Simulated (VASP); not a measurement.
# Si in VASP: further runs

Si is run at these levels: PBE; tasks: single point, relaxation of cell and atoms.

All numbers are computed with VASP 6.6.1; they aren't measurements. Logs are shortened: lines on timing, memory, paths and dates and some standing lists are left out, and cuts for length are marked.

## 1. The cell of the first run

The typed cell holds 8 atoms: a = 5.059 Å, b = 5.059 Å, c = 6.604 Å, α = 90.00°, β = 90.00°, γ = 90.00°.

The cell was generated, and may not be a known phase.

## 2. Single point, PBE

File INCAR:

```
SYSTEM = Si
  PREC = Accurate
  ENCUT = 520
  EDIFF = 1E-7
  ISMEAR = 0
  SIGMA = 0.1
  LREAL = .FALSE.
  LASPH = .TRUE.
  NELM = 100
  ALGO = Normal
  ISIF = 2
  LWAVE = .FALSE.
  LCHARG = .FALSE.
  GGA = PE
  NBANDS = 26
```

File KPOINTS:

```
regular mesh
0
G
  4 4 4
  0 0 0
```

File POSCAR:

```
Si
1.0
    5.0594234590      0.0000000000      0.0000000000
    0.0000000000      5.0594234590      0.0000000000
    0.0000000000      0.0000000000      6.6043018908
Si
8
Direct
    0.4998478932      0.7646194906      0.8750160331
    0.5001521068      0.7646194906      0.3750160331
    0.7646194906      0.5001521068      0.1249839669
    0.2353805094      0.4998478932      0.1249839669
    0.7646194906      0.4998478932      0.6249839669
    0.4998478932      0.2353805094      0.3750160331
    0.2353805094      0.5001521068      0.6249839669
    0.5001521068      0.2353805094      0.8750160331
```

Potentials or basis: VASP PAW PBE potentials, release 64 (Si).

On the command line:

```sh
cat potpaw_PBE.64/Si/POTCAR > POTCAR
mpirun -np 1 vasp_std > vasp.out
```

OUTCAR:

```text
SYSTEM = Si
   PREC = Accurate
   ENCUT = 520
   EDIFF = 1E-7
   ISMEAR = 0
   LREAL = .FALSE.
   LASPH = .TRUE.
   NELM = 100
   ISIF = 2
   GGA = PE

 ion  position               nearest neighbor table
   1  0.500  0.765  0.875-   8 2.38   7 2.51   3 2.51   4 2.51   5 2.51   8 2.68
   2  0.500  0.765  0.375-   6 2.38   3 2.51   5 2.51   7 2.51   4 2.51   6 2.68
   3  0.765  0.500  0.125-   4 2.38   2 2.51   1 2.51   8 2.51   6 2.51   4 2.68
   4  0.235  0.500  0.125-   3 2.38   6 2.51   1 2.51   8 2.51   2 2.51   3 2.68
   5  0.765  0.500  0.625-   7 2.38   8 2.51   2 2.51   6 2.51   1 2.51   7 2.68
   6  0.500  0.235  0.375-   2 2.38   4 2.51   5 2.51   7 2.51   3 2.51   2 2.68
   7  0.235  0.500  0.625-   5 2.38   1 2.51   2 2.51   6 2.51   8 2.51   5 2.68
   8  0.500  0.235  0.875-   1 2.38   5 2.51   4 2.51   3 2.51   7 2.51   1 2.68

  LATTYP: Found a simple tetragonal cell.
 ALAT       =     5.0594234590
 C/A-ratio  =     1.3053467345

  Lattice vectors:

 A1 = (   5.0594234590,   0.0000000000,   0.0000000000)
 A2 = (   0.0000000000,   5.0594234590,   0.0000000000)
 A3 = (   0.0000000000,   0.0000000000,   6.6043018908)

Analysis of symmetry for initial positions (statically):
=====================================================================
 Subroutine PRICEL returns:
 Original cell was already a primitive cell.

 Routine SETGRP: Setting up the symmetry group for a
 simple tetragonal supercell.

 Subroutine GETGRP returns: Found  8 space group operations
 (whereof  4 operations were pure point group operations)
 out of a pool of 16 trial point group operations.

The static configuration has the point symmetry S_4 .
 The point group associated with its full space group is D_2d.

Analysis of symmetry for dynamics (positions and initial velocities):
=====================================================================
 Subroutine PRICEL returns:
 Original cell was already a primitive cell.

 Routine SETGRP: Setting up the symmetry group for a
 simple tetragonal supercell.

 Subroutine GETGRP returns: Found  8 space group operations
 (whereof  4 operations were pure point group operations)
 out of a pool of 16 trial point group operations.

The dynamic configuration has the point symmetry S_4 .
 The point group associated with its full space group is D_2d.

 Subroutine INISYM returns: Found  8 space group operations
 (whereof  4 operations are pure point group operations),
 and found     1 'primitive' translations
[... 104 lines left out ...]
   IBRION =     -1    ionic relax: 0-MD 1-quasi-New 2-CG
   NFREE  =      0    steps in history (QN), initial steepest desc. (CG)
   ISIF   =      2    stress and relaxation
   ISYM   =      2    0-nonsym 1-usesym 2-fastsym
   POTIM  = 0.5000    time-step for ionic-motion
   TEBEG  =    0.0;   TEEND  =   0.0 temperature during run
   PSTRESS=    0.0 pullay stress
   NELECT =      32.0000    total number of electrons
   NUPDOWN=      -1.0000    fix difference up-down
   EMIN   =  10.00;   EMAX   =-10.00  energy-range for DOS
   EFERMI =   0.00;   METHOD = LEGACY
   ISMEAR =     0;   SIGMA  =   0.10  broadening in eV -4-tet -1-fermi 0-gaus
   EFERMI_NEDOS =   21; number of points for ismear=-14 and -15
   IALGO  =     38    algorithm
   IMIX   =      4    mixing-type and parameters
     AMIX     =   0.40;   BMIX     =  1.00
     AMIX_MAG =   1.60;   BMIX_MAG =  1.00
  volume/ion in A,a.u.               =      21.13       142.61
  Fermi-wavevector in a.u.,A,eV,Ry     =   0.939973  1.776291 12.021405  0.883548
  Thomas-Fermi vector in A             =   2.067338
   LORBIT       =      0    0 simple, 1 ext, 2 COOP (PROOUT), +10 PAW based schemes
   GGA     = PE    functional components
   LHFCALC =     F    Hartree Fock is set to
   AEXX    =    0.0000 exact exchange contribution
   IVDW    =     0    specifies the selected vdW correction
   LEPSILON=     F    determine dielectric tensor
   LRPA    =     F    only Hartree local field effects (RPA)
 non-spin polarized calculation
 Gauss-broadening in eV      SIGMA  =   0.10
  energy-cutoff  :      520.00
  volume of cell :      169.06
 maximum number of plane-waves:      4576
 NGX is ok and might be reduce to    40

 number of electron      32.0000000 magnetization

 Free energy of the ion-electron system (eV)
  ---------------------------------------------------
  ext. energy  EPLUGINS =         0.00000000
  ---------------------------------------------------
  free energy    TOTEN  =       -39.18576809 eV

  energy without entropy =      -39.17648106  energy(sigma->0) =      -39.18112457

 E-fermi :   5.7734     XC(G=0):  -9.0605

 val. band max:        5.6999995785   @ k =   0.0000   0.0000   0.2500
 cond. band min:       5.8170334601   @ k =   0.5000   0.0000   0.5000
 fundamental gap:      0.1170338816
 Fermi energy:         5.7734404482

 k-point     1 :       0.0000    0.0000    0.0000
  band No.  band energies     occupation
      1      -7.6619      2.00000
      2      -4.4980      2.00000
      3      -4.4966      2.00000
      4      -1.4684      2.00000
      5      -1.4010      2.00000
      6      -1.4010      2.00000
[... 511 lines left out ...]
     25      12.2587      0.00000
     26      12.2622      0.00000

------------------------ aborting loop because EDIFF is reached ----------------------------------------

  FORCE on cell =-STRESS in cart. coord.  units (eV):
  Direction    XX          YY          ZZ          XY          YZ          ZX
  --------------------------------------------------------------------------------------
  -------------------------------------------------------------------------------------
  Total       -0.0058498     -0.0058498      0.1053384      0.0000000      0.0000000      0.0000000
  in kB       -0.0554395     -0.0554395      0.9983170      0.0000000      0.0000000      0.0000000
  external PRESSURE =       0.2958127 kB  Pullay stress =       0.0000000 kB

 VOLUME and BASIS-vectors are now :
 -----------------------------------------------------------------------------
  energy-cutoff  :      520.00
  volume of cell :      169.06
      direct lattice vectors                 reciprocal lattice vectors
     5.059423459  0.000000000  0.000000000     0.197650979  0.000000000  0.000000000
     0.000000000  5.059423459  0.000000000     0.000000000  0.197650979  0.000000000
     0.000000000  0.000000000  6.604301891     0.000000000  0.000000000  0.151416458

 POSITION                                       TOTAL-FORCE (eV/Angst)
 -----------------------------------------------------------------------------------
      2.52894      3.86853      5.77887         0.001356     -0.005064     -0.000786
      2.53048      3.86853      2.47672        -0.001356     -0.005064     -0.000786
      3.86853      2.53048      0.82543        -0.005064     -0.001356      0.000786
      1.19089      2.52894      0.82543         0.005064      0.001356      0.000786
      3.86853      2.52894      4.12758        -0.005064      0.001356      0.000786
      2.52894      1.19089      2.47672         0.001356      0.005064     -0.000786
      1.19089      2.53048      4.12758         0.005064     -0.001356      0.000786
      2.53048      1.19089      5.77887        -0.001356      0.005064     -0.000786
 -----------------------------------------------------------------------------------
    total drift:                               -0.000000     -0.000000      0.000000

  FREE ENERGIE OF THE ION-ELECTRON SYSTEM (eV)
  ---------------------------------------------------
  free  energy   TOTEN  =       -39.1857680891 eV

  energy  without entropy=      -39.1764810609  energy(sigma->0) =      -39.18112457
```

It took 59 s on 1 thread of Intel Xeon Platinum 8488C (Sapphire Rapids), shared host; peak memory 0.27 GiB.

Results:

```yaml
Free_energy: -39.1858 eV
Pressure: 0.0 GPa
Largest_force: 0.005 eV/Å
Band_gap_on_the_k_mesh: zero (bands 16 and 17 overlap by 1.79 eV)
```

Forces on the atoms (eV/Å):
```
Si   0.001 -0.005 -0.001
Si  -0.001 -0.005 -0.001
Si  -0.005 -0.001  0.001
Si   0.005  0.001  0.001
Si  -0.005  0.001  0.001
Si   0.001  0.005 -0.001
Si   0.005 -0.001  0.001
Si  -0.001  0.005 -0.001
```

Stress tensor (GPa, compression positive):
```
-0.01  0.00  0.00
 0.00 -0.01  0.00
 0.00  0.00  0.10
```

## 3. Single point, PBE

This run uses another cell than the first one: it holds 4 atoms, not 8.

File INCAR:

```
SYSTEM = Si
ALGO     = Normal         ! electronic algorithm
EDIFF    = 1E-6           ! SCF threshold, eV
ENCUT    = 520            ! plane-wave cutoff, eV
GGA      = PE             ! functional
ISIF     = 2              ! what is computed and relaxed
ISMEAR   = 0              ! smearing method
LASPH    = .TRUE.         ! aspherical terms in the spheres
LCHARG   = .TRUE.         ! write CHGCAR
LELF     = .TRUE.         ! ELF
LREAL    = .FALSE.        ! projectors in reciprocal space
LVHAR    = .TRUE.       
LWAVE    = .FALSE.        ! write WAVECAR
NBANDS   = 16             ! bands
NELM     = 60             ! most SCF steps
PREC     = Accurate       ! precision mode
SIGMA    = 0.1            ! smearing width, eV
```

File KPOINTS:

```
k-points
0
G
  10 10 14
  0 0 0
```

File POSCAR:

```
Si
1.0
    5.0985015526      0.0000000000      0.0000000000
    0.0000000000      5.0985015526      0.0000000000
    0.0000000000      0.0000000000      3.2756412319
Si
4
Direct
    0.5000000000      0.7646931445      0.5000000000
    0.7646931445      0.5000000000      0.0000000000
    0.2353068555      0.5000000000      0.0000000000
    0.5000000000      0.2353068555      0.5000000000
```

Potentials or basis: VASP PAW PBE potentials, release 64 (Si).

On the command line:

```sh
cat potpaw_PBE.64/Si/POTCAR > POTCAR
mpirun -np 1 vasp_std > vasp.out
```

OUTCAR:

```text
SYSTEM = Si
   EDIFF = 1E-6
   ENCUT = 520
   GGA = PE
   ISIF = 2
   ISMEAR = 0
   LASPH = .TRUE.
   LREAL = .FALSE.
   NELM = 60
   PREC = Accurate

 ion  position               nearest neighbor table
   1  0.500  0.765  0.500-   4 2.40   3 2.51   2 2.51   2 2.51   3 2.51   4 2.70
   2  0.765  0.500  0.000-   3 2.40   1 2.51   4 2.51   1 2.51   4 2.51   3 2.70
   3  0.235  0.500  0.000-   2 2.40   1 2.51   4 2.51   1 2.51   4 2.51   2 2.70
   4  0.500  0.235  0.500-   1 2.40   2 2.51   3 2.51   2 2.51   3 2.51   1 2.70

[... 653 lines left out ...]

 [... further k-points ...]
[... 5 lines left out ...]
  --------------------------------------------------------------------------------------
  -------------------------------------------------------------------------------------
  Total       -0.0355091     -0.0355091     -0.0193432     -0.0000000      0.0000000      0.0000000
  in kB       -0.6681419     -0.6681419     -0.3639637     -0.0000000      0.0000000      0.0000000
  external PRESSURE =      -0.5667491 kB  Pullay stress =       0.0000000 kB

 VOLUME and BASIS-vectors are now :
 -----------------------------------------------------------------------------
  energy-cutoff  :      520.00
  volume of cell :       85.15
      direct lattice vectors                 reciprocal lattice vectors
     5.098501553  0.000000000  0.000000000     0.196136059  0.000000000  0.000000000
     0.000000000  5.098501553  0.000000000     0.000000000  0.196136059  0.000000000
     0.000000000  0.000000000  3.275641232     0.000000000  0.000000000  0.305283738

 POSITION                                       TOTAL-FORCE (eV/Angst)
 -----------------------------------------------------------------------------------
      2.54925      3.89879      1.63782        -0.000000     -0.006041      0.000000
      3.89879      2.54925      0.00000        -0.006041      0.000000     -0.000000
      1.19971      2.54925      0.00000         0.006041      0.000000      0.000000
      2.54925      1.19971      1.63782         0.000000      0.006041      0.000000
 -----------------------------------------------------------------------------------
    total drift:                                0.000000     -0.000000     -0.000000

  FREE ENERGIE OF THE ION-ELECTRON SYSTEM (eV)
  ---------------------------------------------------
  free  energy   TOTEN  =       -19.5104419363 eV

  energy  without entropy=      -19.5026149568  energy(sigma->0) =      -19.50652845
```

It took 2.3 min on 1 thread of Intel Xeon Platinum 8488C (Sapphire Rapids), shared host; peak memory 0.29 GiB.

What came out:

```
Free energy            : -19.5104 eV
Pressure               : -0.1 GPa
Largest force          : 0.006 eV/Å
Band gap on the k mesh : zero (bands 8 and 9 overlap by 3.05 eV)
```

Forces on the atoms (eV/Å):
```
Si   0.000 -0.006  0.000
Si  -0.006  0.000  0.000
Si   0.006  0.000  0.000
Si   0.000  0.006  0.000
```

Levels at points of the mesh, in eV from the Fermi level:
```
           k point  band 4  band 5  band 6  band 7  band 8  band 9  band 10  band 11  band 12  band 13
(0.00, 0.00, 0.00)   -7.15   -5.76   -1.53   -1.37    1.55    1.69     1.69     3.93     3.94     3.94
(0.50, 0.00, 0.00)   -6.37   -2.94   -1.96   -1.08    0.54    1.21     1.82     2.17     4.05     5.79
(0.50, 0.50, 0.00)   -4.25   -1.40   -1.40   -0.76    0.69    0.71     2.09     2.26     2.26     3.76
(0.00, 0.00, 0.50)   -4.72   -4.04   -4.04   -3.83   -3.83   -0.28    -0.28     1.55     1.55     3.59
(0.50, 0.00, 0.50)   -5.16   -4.58   -3.90   -3.48   -0.40   -0.20     0.80     1.04     2.29     2.96
(0.50, 0.50, 0.50)   -7.58   -4.89   -4.89   -1.15   -1.15    1.27     1.27     3.06     3.06     4.40
```

## 4. Relaxation of cell and atoms, PBE

This run uses another cell than the first one: it holds 4 atoms, not 8.

File INCAR:

```
SYSTEM = Si
PREC = Accurate ; ENCUT = 600
EDIFF = 1E-7 ; ISMEAR = 0
SIGMA = 0.1 ; LREAL = .FALSE.
LASPH = .TRUE. ; NELM = 60
ALGO = Normal ; ISIF = 3
LWAVE = .FALSE. ; LCHARG = .FALSE.
GGA = PE ; IBRION = 2
NSW = 100 ; EDIFFG = -0.01
```

File KPOINTS:

```
Automatic mesh
0
G
  10 10 14
  0 0 0
```

File POSCAR:

```
Si
1.0
    5.0594234590      0.0000000000      0.0000000000
    0.0000000000      5.0594234590      0.0000000000
    0.0000000000      0.0000000000      3.3021509454
Si
4
Direct
    0.5000000000      0.7646194906      0.5000000000
    0.7646194906      0.5000000000      0.0000000000
    0.2353805094      0.5000000000      0.0000000000
    0.5000000000      0.2353805094      0.5000000000
```

Potentials or basis: VASP PAW PBE potentials, release 64 (Si).

On the command line:

```sh
cat potpaw_PBE.64/Si/POTCAR > POTCAR
mpirun -np 1 vasp_std > vasp.out
```

OUTCAR:

```text
SYSTEM = Si
   PREC = Accurate
   ENCUT = 600
   EDIFF = 1E-7
   ISMEAR = 0
   LREAL = .FALSE.
   LASPH = .TRUE.
   NELM = 60
   ISIF = 3
   GGA = PE
   IBRION = 2
   NSW = 100
   EDIFFG = -0.01

 ion  position               nearest neighbor table
   1  0.500  0.765  0.500-   4 2.38   3 2.51   2 2.51   2 2.51   3 2.51   4 2.68
   2  0.765  0.500  0.000-   3 2.38   1 2.51   4 2.51   1 2.51   4 2.51   3 2.68
   3  0.235  0.500  0.000-   2 2.38   1 2.51   4 2.51   1 2.51   4 2.51   2 2.68
   4  0.500  0.235  0.500-   1 2.38   2 2.51   3 2.51   2 2.51   3 2.51   1 2.68

  LATTYP: Found a simple tetragonal cell.
 ALAT       =     5.0594234590
 C/A-ratio  =     0.6526733673

  Lattice vectors:

 A1 = (   5.0594234590,   0.0000000000,   0.0000000000)
[... 349 lines left out ...]
 cond. band min:       5.6465336016   @ k =   0.5000   0.2000   0.2143
 fundamental gap:      0.0108994941
 Fermi energy:         5.6405354240

 k-point     1 :       0.0000    0.0000    0.0000
  band No.  band energies     occupation
      1      -7.6539      2.00000
      2      -1.5109      2.00000
      3      -1.5085      2.00000
      4      -1.5085      2.00000
      5      -0.1244      2.00000
      6       4.1066      2.00000
      7       4.2701      2.00000
      8       7.1917      0.00000
      9       7.3316      0.00000
     10       7.3316      0.00000
     11       9.5860      0.00000
     12       9.5863      0.00000
[... 331 lines left out ...]
 k-point    24 :       0.2000    0.0000    0.0714
  band No.  band energies     occupation
      1      -7.4717      2.00000
      2      -2.9229      2.00000
      3      -1.3682      2.00000
      4      -0.8081      2.00000
      5       1.1770      2.00000
      6       3.5654      2.00000
      7       3.5962      2.00000
      8       6.7120      0.00000
      9       8.1029      0.00000
     10       8.1911      0.00000
     11       8.3261      0.00000
     12       9.1327      0.00000

 [... further k-points ...]
[... 5 lines left out ...]
  --------------------------------------------------------------------------------------
  -------------------------------------------------------------------------------------
  Total        0.0047954      0.0047954      0.0049279      0.0000000      0.0000000      0.0000000
  in kB        0.0903082      0.0903082      0.0928035      0.0000000      0.0000000      0.0000000
  external PRESSURE =       0.0911400 kB  Pullay stress =       0.0000000 kB
[... 19 lines left out ...]
  FREE ENERGIE OF THE ION-ELECTRON SYSTEM (eV)
  ---------------------------------------------------
  free  energy   TOTEN  =       -19.5107091601 eV

  energy  without entropy=      -19.5028620312  energy(sigma->0) =      -19.50678560

 reached required accuracy - stopping structural energy minimisation
```

OSZICAR:

```text
N       E                     dE             d eps       ncg     rms          rms(c)
DAV:   1     0.417857291713E+02    0.41786E+02   -0.66800E+03  4032   0.122E+03
DAV:   2    -0.167938069014E+02   -0.58580E+02   -0.54297E+02  5092   0.158E+02
DAV:   3    -0.198261376057E+02   -0.30323E+01   -0.29247E+01  5460   0.342E+01
[... 45 lines left out ...]
DAV:   2    -0.195107120867E+02    0.88976E-06   -0.40650E-05  4940   0.477E-02    0.916E-03
DAV:   3    -0.195107096537E+02    0.24329E-05   -0.39543E-06  4556   0.135E-02    0.229E-03
DAV:   4    -0.195107093847E+02    0.26904E-06   -0.64377E-07  4452   0.523E-03    0.116E-03
DAV:   5    -0.195107092113E+02    0.17342E-06   -0.35724E-08  2256   0.134E-03    0.577E-04
DAV:   6    -0.195107091601E+02    0.51163E-07   -0.14334E-08  2140   0.898E-04
   5 F= -.19510709E+02 E0= -.19506786E+02  d E =-.125756E-03
```

CONTCAR:

```text
Si
   1.00000000000000
     5.0967656722026753   -0.0000000000000000    0.0000000000000000
     0.0000000000000000    5.0967656722026753    0.0000000000000000
     0.0000000000000000    0.0000000000000000    3.2750748753666774
  Si
     4
Direct
     0.5000000000000000    0.7646777271554699    0.5000000000000000
     0.7646777271554699    0.5000000000000000    0.0000000000000000
     0.2353222728445301    0.5000000000000000    0.0000000000000000
     0.5000000000000000    0.2353222728445301    0.5000000000000000

  0.00000000E+00  0.00000000E+00  0.00000000E+00
  0.00000000E+00  0.00000000E+00  0.00000000E+00
  0.00000000E+00  0.00000000E+00  0.00000000E+00
  0.00000000E+00  0.00000000E+00  0.00000000E+00
```

Wall time 5.5 min (1 thread of Intel Xeon Platinum 8488C (Sapphire Rapids), shared host); peak memory 0.31 GiB.

Results:

```
Free energy                           : -19.5107 eV
Relaxed volume                        : 21.27 Å³/atom
Relaxed cell                          : a = 5.097 Å, b = 5.097 Å, c = 3.275 Å, α = 90.00°, β = 90.00°, γ = 90.00°
Space group after relaxing (to 0.1 Å) : P4_2/mmc (No. 131)
Energy gained by relaxing             : 2.0 meV/atom
Ionic steps                           : 5
Pressure after relaxing               : 0.0 GPa
Band gap on the k mesh                : zero (bands 8 and 9 overlap by 3.05 eV)
```

Step by step:
| step | energy change (eV) | largest force (eV/Å) | pressure (GPa) | volume (Å³) |
| --- | --- | --- | --- | --- |
| 1 | 0.0000 | 0.0325 | 0.48 | 84.53 |
| 2 | -0.0078 | 0.0432 | -0.20 | 85.29 |
| 3 | -0.0081 | 0.0333 | -0.11 | 85.19 |
| 4 | -0.0082 | 0.0138 | 0.06 | 85.03 |
| 5 | -0.0082 | 0.0008 | 0.01 | 85.08 |

Final structure:
```xyz
4
Lattice="5.0968 0.0000 0.0000 0.0000 5.0968 0.0000 0.0000 0.0000 3.2751" Properties=species:S:1:pos:R:3 pbc="T T T"
Si    2.5484    3.8974    1.6375
Si    3.8974    2.5484    0.0000
Si    1.1994    2.5484    0.0000
Si    2.5484    1.1994    1.6375
```

## 5. The runs side by side

```tsv
task	cell	k mesh	cutoff (eV)	gap on the mesh (eV)	pressure (GPa)	largest force (eV/Å)
single point	a = 5.059, b = 5.059, c = 6.604 Å, 8 atoms, atomic positions A	4 × 4 × 4	520	none	0.0	0.01
single point	a = 5.099, b = 5.099, c = 3.276 Å, 4 atoms, atomic positions B	10 × 10 × 14	520	none	-0.1	0.01
relaxation of cell and atoms	relaxed from a = 5.059, b = 5.059, c = 3.302 Å, 4 atoms, atomic positions C	10 × 10 × 14	600	none	0.0	-
```

Alike in all rows: level PBE; potentials or basis VASP PAW PBE potentials, release 64 (Si); no spin polarisation; smearing gaussian 0.1 eV.

Total energies depend on the potentials used, so only differences within one code and one set of settings carry meaning.

The gap in the log of VASP goes by the Fermi energy; the results here count the filled bands.